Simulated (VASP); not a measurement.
# InP (I-4m2) in VASP: notebook

Runs on InP. Level: PBE. Tasks: single point.

Everything below comes from runs of VASP 6.6.1. Logs are shortened: lines on timing, memory, paths and dates and some standing lists are left out, and cuts for length are marked.

## 1. The cell of the first run

It takes space group I-4m2 (No. 119, tetragonal). Conventional cell: a = 4.150 Å, b = 4.150 Å, c = 5.693 Å, α = 90.00°, β = 90.00°, γ = 90.00°. Within 3.3 Å of In (site symmetry -4m2) lie 4 P at 2.52 Å. Within 3.3 Å of P (site symmetry -4m2) lie 4 In at 2.52 Å.

## 2. Single point, PBE (z stretched by -3 %, then relaxed in part)

INCAR reads:

```
SYSTEM = InP
PREC     = Accurate       ! precision mode
ENCUT    = 520            ! plane-wave cutoff, eV
EDIFF    = 1E-6           ! SCF threshold, eV
ISMEAR   = -1             ! smearing method
SIGMA    = 0.02           ! smearing width, eV
LREAL    = .FALSE.        ! projectors in reciprocal space
LASPH    = .TRUE.         ! aspherical terms in the spheres
NELM     = 80             ! most SCF steps
ALGO     = Normal         ! electronic algorithm
ISIF     = 2              ! what is computed and relaxed
LWAVE    = .FALSE.        ! write WAVECAR
LCHARG   = .TRUE.         ! write CHGCAR
GGA      = PE             ! functional
LELF     = .TRUE.         ! ELF
LVHAR    = .TRUE.       
NBANDS   = 16             ! bands
```

KPOINTS reads:

```
regular mesh
0
G
  13 13 13
  0 0 0
```

POSCAR reads:

```
InP
1.0
    0.0000000000      2.9343500000      2.8463195000
    2.9343500000      0.0000000000      2.8463195000
    2.9343500000      2.9343500000      0.0000000000
In P
1 1
Direct
    0.0000000000      0.0000000000      0.0000000000
    0.2500000000      0.2500000000      0.2500000000
```

Potentials or basis: VASP PAW PBE potentials, release 64 (In_d, P).

The run is started by

```
$ cat potpaw_PBE.64/In_d/POTCAR potpaw_PBE.64/P/POTCAR > POTCAR
$ mpirun -np 1 vasp_std > vasp.out
```

OUTCAR:

```text
SYSTEM = InP
   PREC = Accurate
   ENCUT = 520
   EDIFF = 1E-6
   ISMEAR = -1
   LREAL = .FALSE.
   LASPH = .TRUE.
   NELM = 80
   ISIF = 2
   GGA = PE

 ion  position               nearest neighbor table
   1  0.000  0.000  0.000-   2 2.52   2 2.52   2 2.52   2 2.52
   2  0.250  0.250  0.250-   1 2.52   1 2.52   1 2.52   1 2.52

  LATTYP: Found a body centered tetragonal cell.
 ALAT       =     4.1497975667
 C/A-ratio  =     1.3717871555

  Lattice vectors:

 A1 = (   0.0000000000,  -2.9343500000,  -2.8463195000)
 A2 = (   0.0000000000,   2.9343500000,  -2.8463195000)
 A3 = (   2.9343500000,   0.0000000000,   2.8463195000)

Analysis of symmetry for initial positions (statically):
=====================================================================
 Subroutine PRICEL returns:
 Original cell was already a primitive cell.

 Routine SETGRP: Setting up the symmetry group for a
 body centered tetragonal supercell.

 Subroutine GETGRP returns: Found  8 space group operations
 (whereof  8 operations were pure point group operations)
 out of a pool of 16 trial point group operations.

The static configuration has the point symmetry D_2d.

Analysis of symmetry for dynamics (positions and initial velocities):
=====================================================================
 Subroutine PRICEL returns:
 Original cell was already a primitive cell.

 Routine SETGRP: Setting up the symmetry group for a
 body centered tetragonal supercell.

 Subroutine GETGRP returns: Found  8 space group operations
 (whereof  8 operations were pure point group operations)
 out of a pool of 16 trial point group operations.

The dynamic configuration has the point symmetry D_2d.

 Subroutine INISYM returns: Found  8 space group operations
 (whereof  8 operations are pure point group operations),
 and found     1 'primitive' translations

----------------------------------------------------------------------------------------

                                     Primitive cell

  volume of cell :      49.0160

  direct lattice vectors                    reciprocal lattice vectors
     0.000000000  2.934350000  2.846319500    -0.170395488  0.170395488  0.175665451
     2.934350000  0.000000000  2.846319500     0.170395488 -0.170395488  0.175665451
     2.934350000  2.934350000  0.000000000     0.170395488  0.170395488 -0.175665451

  length of vectors
     4.088024537  4.088024537  4.149797567     0.298207303  0.298207303  0.298207303

  position of ions in fractional coordinates (direct lattice)
     0.000000000  0.000000000  0.000000000
     0.250000000  0.250000000  0.250000000

  ion indices of the primitive-cell ions
   primitive index   ion index
                 1           1
                 2           2

----------------------------------------------------------------------------------------

 KPOINTS: regular mesh

Automatic generation of k-mesh.
 Grid dimensions read from file:
 generate k-points for:   13   13   13

 Generating k-lattice:

  Cartesian coordinates                     Fractional coordinates (reciprocal lattice)
    -0.013107345  0.013107345  0.013512727     0.076923077  0.000000000  0.000000000
     0.013107345 -0.013107345  0.013512727     0.000000000  0.076923077  0.000000000
     0.013107345  0.013107345 -0.013512727     0.000000000  0.000000000  0.076923077

  Length of vectors
     0.022939023  0.022939023  0.022939023

  Shift w.r.t. Gamma in fractional coordinates (k-lattice)
     0.000000000  0.000000000  0.000000000

 Subroutine IBZKPT returns following result:
 ===========================================

 Found    196 irreducible k-points:

 Following reciprocal coordinates:
            Coordinates               Weight
  0.000000  0.000000  0.000000      1.000000
  0.076923 -0.000000  0.000000      8.000000
  0.153846  0.000000  0.000000      8.000000
  0.230769  0.000000  0.000000      8.000000
  0.307692  0.000000  0.000000      8.000000
  0.384615  0.000000  0.000000      8.000000
[... 16 lines left out ...]
  0.384615  0.153846  0.000000      8.000000
  0.461538  0.153846  0.000000      8.000000
 [... further k-points ...]
   k-points           NKPTS =    196   k-points in BZ     NKDIM =    196   number of bands    NBANDS=     16
   number of dos      NEDOS =    301   number of ions     NIONS =      2
   total plane-waves  NPLWV =  28800
   dimension x,y,z NGX =    30 NGY =   30 NGZ =   32
   dimension x,y,z NGXF=    60 NGYF=   60 NGZF=   64
   ions per type =               1   1
   NGX,Y,Z   is equivalent  to a cutoff of  12.20, 12.20, 12.82 a.u.
   NGXF,Y,Z  is equivalent  to a cutoff of  24.40, 24.40, 25.64 a.u.
 SYSTEM =  InP
   PREC   = accura    normal or accurate (medium, high low for compatibility)
   ISTART =      0    job   : 0-new  1-cont  2-samecut
   ICHARG =      2    charge: 1-file 2-atom 10-const
   ISPIN  =      1    spin polarized calculation?
   LNONCOLLINEAR =      F non collinear calculations
   LSORBIT =      F    spin-orbit coupling
   LASPH  =      T    aspherical Exc in radial PAW
   ENCUT  =  520.0 eV  38.22 Ry    6.18 a.u.   7.60  7.60  7.72*2*pi/ulx,y,z
   NELM   =     80;   NELMIN=  2; NELMDL= -5     # of ELM steps
   EDIFF  = 0.1E-05   stopping-criterion for ELM
   LREAL  =      F    real-space projection
   EDIFFG = 0.1E-04   stopping-criterion for IOM
   NSW    =      0    number of steps for IOM
   IBRION =     -1    ionic relax: 0-MD 1-quasi-New 2-CG
   NFREE  =      0    steps in history (QN), initial steepest desc. (CG)
   ISIF   =      2    stress and relaxation
   ISYM   =      2    0-nonsym 1-usesym 2-fastsym
   POTIM  = 0.5000    time-step for ionic-motion
   TEBEG  =    0.0;   TEEND  =   0.0 temperature during run
   PSTRESS=    0.0 pullay stress
   NELECT =      18.0000    total number of electrons
   NUPDOWN=      -1.0000    fix difference up-down
   EMIN   =  10.00;   EMAX   =-10.00  energy-range for DOS
   EFERMI =   0.00;   METHOD = LEGACY
   ISMEAR =    -1;   SIGMA  =   0.02  broadening in eV -4-tet -1-fermi 0-gaus
   EFERMI_NEDOS =   21; number of points for ismear=-14 and -15
   IALGO  =     38    algorithm
   IMIX   =      4    mixing-type and parameters
     AMIX     =   0.40;   BMIX     =  1.00
     AMIX_MAG =   1.60;   BMIX_MAG =  1.00
  volume/ion in A,a.u.               =      24.51       165.39
  Fermi-wavevector in a.u.,A,eV,Ry     =   1.172339  2.215399 18.699555  1.374378
  Thomas-Fermi vector in A             =   2.308769
   LORBIT       =      0    0 simple, 1 ext, 2 COOP (PROOUT), +10 PAW based schemes
   GGA     = PE    functional components
   LHFCALC =     F    Hartree Fock is set to
   AEXX    =    0.0000 exact exchange contribution
   IVDW    =     0    specifies the selected vdW correction
   LEPSILON=     F    determine dielectric tensor
   LRPA    =     F    only Hartree local field effects (RPA)
 non-spin polarized calculation
  energy-cutoff  :      520.00
  volume of cell :       49.02
 maximum number of plane-waves:      1338
   NGX = 15   NGY = 15   NGZ = 15

 number of electron      17.9999998 magnetization

 Free energy of the ion-electron system (eV)
  ---------------------------------------------------
  ext. energy  EPLUGINS =         0.00000000
  ---------------------------------------------------
  free energy    TOTEN  =        -8.34361951 eV

  energy without entropy =       -8.34361951  energy(sigma->0) =       -8.34361951

 E-fermi :   5.9060     XC(G=0):  -9.4030

 val. band max:        5.5741136341   @ k =   0.0000   0.0000   0.0000
 cond. band min:       6.3348691440   @ k =   0.0000   0.0000   0.0000
 fundamental gap:      0.7607555099
 Fermi energy:         5.9060436383

 k-point     1 :       0.0000    0.0000    0.0000
  band No.  band energies     occupation
      1      -8.7627      2.00000
      2      -8.7627      2.00000
      3      -8.7494      2.00000
      4      -8.5946      2.00000
      5      -8.5915      2.00000
      6      -6.2177      2.00000
[... 8 lines left out ...]
     15      14.7393      0.00000
     16      15.1925      0.00000

 k-point     2 :       0.0769   -0.0000    0.0000
  band No.  band energies     occupation
      1      -8.7687      2.00000
      2      -8.7594      2.00000
      3      -8.7488      2.00000
      4      -8.5948      2.00000
      5      -8.5913      2.00000
      6      -6.1465      2.00000
[... 8 lines left out ...]
     15      14.5170      0.00000
     16      14.8380      0.00000

 k-point     3 :       0.1538    0.0000    0.0000
  band No.  band energies     occupation
      1      -8.7900      2.00000
      2      -8.7506      2.00000
      3      -8.7417      2.00000
      4      -8.5950      2.00000
      5      -8.5903      2.00000
      6      -5.9378      2.00000
[... 8 lines left out ...]
     15      14.2810      0.00000
     16      15.1135      0.00000

 k-point     4 :       0.2308    0.0000    0.0000
  band No.  band energies     occupation
      1      -8.8203      2.00000
      2      -8.7396      2.00000
      3      -8.7313      2.00000
      4      -8.5942      2.00000
      5      -8.5875      2.00000
      6      -5.6084      2.00000
[... 8 lines left out ...]
     15      14.0919      0.00000
     16      14.8355      0.00000
[... 324 lines left out ...]
 k-point    22 :       0.3077    0.1538    0.0000
  band No.  band energies     occupation
      1      -8.8572      2.00000
      2      -8.7167      2.00000
      3      -8.7145      2.00000
      4      -8.6134      2.00000
      5      -8.5728      2.00000
      6      -5.2291      2.00000
[... 8 lines left out ...]
     15      15.2363      0.00000
     16      16.2086      0.00000

 k-point    23 :       0.3846    0.1538    0.0000
  band No.  band energies     occupation
      1      -8.8794      2.00000
      2      -8.7098      2.00000
      3      -8.7064      2.00000
      4      -8.6112      2.00000
      5      -8.5687      2.00000
      6      -4.8108      2.00000
[... 8 lines left out ...]
     15      15.8310      0.00000
     16      16.0782      0.00000

 k-point    24 :       0.4615    0.1538    0.0000
  band No.  band energies     occupation
      1      -8.8939      2.00000
      2      -8.7063      2.00000
      3      -8.7025      2.00000
      4      -8.6052      2.00000
      5      -8.5676      2.00000
      6      -4.4207      2.00000
[... 8 lines left out ...]
     15      16.3956      0.00000
     16      16.4427      0.00000

 [... further k-points ...]
[... 5 lines left out ...]
  --------------------------------------------------------------------------------------
  -------------------------------------------------------------------------------------
  Total        1.5233007      1.5233007      1.8575923      0.0000000      0.0000000      0.0000000
  in kB       49.7919047     49.7919047     60.7188481      0.0000000      0.0000000      0.0000000
  external PRESSURE =      53.4342192 kB  Pullay stress =       0.0000000 kB

 VOLUME and BASIS-vectors are now :
 -----------------------------------------------------------------------------
  energy-cutoff  :      520.00
  volume of cell :       49.02
      direct lattice vectors                 reciprocal lattice vectors
     0.000000000  2.934350000  2.846319500    -0.170395488  0.170395488  0.175665451
     2.934350000  0.000000000  2.846319500     0.170395488 -0.170395488  0.175665451
     2.934350000  2.934350000  0.000000000     0.170395488  0.170395488 -0.175665451

 POSITION                                       TOTAL-FORCE (eV/Angst)
 -----------------------------------------------------------------------------------
      0.00000      0.00000      0.00000         0.000000      0.000000      0.000000
      1.46717      1.46717      1.42316        -0.000000     -0.000000     -0.000000
 -----------------------------------------------------------------------------------
    total drift:                                0.000002      0.000002      0.000009

  FREE ENERGIE OF THE ION-ELECTRON SYSTEM (eV)
  ---------------------------------------------------
  free  energy   TOTEN  =        -8.3436195082 eV

  energy  without entropy=       -8.3436195082  energy(sigma->0) =       -8.34361951
```

Wall time 2 min (1 thread of Intel Xeon Platinum 8259CL at 2.50GHz (Skylake/Cascade Lake), shared host); peak memory 0.28 GiB.

Results:

```
Free energy            : -8.3436 eV
Pressure               : 5.3 GPa
Band gap on the k mesh : 0.76 eV, direct
```

Caveat: the cell differs from its parent crystal (z stretched by -3 %, then relaxed in part); spin-orbit coupling is left out, which moves the levels of the heavy elements.

## 3. Single point, PBE (z stretched by -2 %, then relaxed in part)

INCAR reads:

```
SYSTEM = InP
  ALGO = Normal
  EDIFF = 1E-6
  ENCUT = 520
  GGA = PE
  ISIF = 2
  ISMEAR = -1
  LASPH = .TRUE.
  LCHARG = .FALSE.
  LREAL = .FALSE.
  LWAVE = .FALSE.
  NBANDS = 16
  NELM = 100
  PREC = Accurate
  SIGMA = 0.02
```

KPOINTS reads:

```
k-points
0
G
  13 13 13
  0 0 0
```

POSCAR reads:

```
InP
1.0
    0.0000000000      2.9343500000      2.8756630000
    2.9343500000      0.0000000000      2.8756630000
    2.9343500000      2.9343500000      0.0000000000
In P
1 1
Direct
    0.0000000000      0.0000000000      0.0000000000
    0.2500000000      0.2500000000      0.2500000000
```

Potentials or basis: VASP PAW PBE potentials, release 64 (In_d, P).

The run is started by

```
$ cat potpaw_PBE.64/In_d/POTCAR potpaw_PBE.64/P/POTCAR > POTCAR
$ mpirun -np 1 vasp_std > vasp.out
```

Run time: 89 s. Hardware: 1 thread of Intel Xeon Platinum 8259CL at 2.50GHz (Skylake/Cascade Lake), shared host; peak memory 0.28 GiB.

Results (log left out):

| Item | Value |
| --- | --- |
| Free energy | -8.3613 eV |
| Pressure | 4.5 GPa |
| Band gap on the k mesh | 0.74 eV, direct |

Stress tensor (GPa, compression positive):
```
4.27 0.00 0.00
0.00 4.27 0.00
0.00 0.00 5.03
```

Levels at points of the mesh, in eV from the valence-band top:
| k point | band 6 | band 7 | band 8 | band 9 | band 10 | band 11 | band 12 | band 13 |
| --- | --- | --- | --- | --- | --- | --- | --- | --- |
| (0.00, 0.00, 0.00) | -11.69 | -0.09 | -0.09 | 0.00 | 0.74 | 4.01 | 4.04 | 4.04 |

Caveat: the cell differs from its parent crystal (z stretched by -2 %, then relaxed in part); spin-orbit coupling is left out, which moves the levels of the heavy elements.
